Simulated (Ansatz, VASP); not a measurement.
Two plane-wave programs on Fe

```
CELL_PARAMETERS angstrom
-1.42497 1.42497 1.42497
1.42497 -1.42497 1.42497
1.42497 1.42497 -1.42497
ATOMIC_POSITIONS crystal
Fe 0.00000 0.00000 0.00000
```

Alike in both runs: task single point; functional PBE; k mesh 22 × 22 × 22; occupations gaussian, width 0.05 eV; collinear spin.

|  | VASP | Ansatz |
| --- | --- | --- |
| version | VASP 6.6.1 | Ansatz 0.2.0 |
| potentials or method | VASP PAW PBE potentials, release 64 (Fe), cutoff 520 eV | scalar-relativistic, plane waves, PAW |
| valence electrons in the cell | 8 | 16 |

```tsv
	VASP	Ansatz	Ansatz less VASP
gap on the k mesh at the Fermi level (eV)	none	none	-
pressure (GPa)	-3.8	-3.9	-0.04
net moment per atom (μB)	2.21	2.19	-0.023
size of the moment on the site where the two differ most (μB)	2.21	2.24	+0.026
```

Site moments also hang on the region over which each program counts them. A gap of «none» marks a metal or a gap that the smearing closes. With one functional, cell and mesh, what is left measures potentials, basis and numerics. VASP's potentials hold 8 valence electrons a cell and Ansatz's 16, so a difference there can come from the potentials and not from the codes.
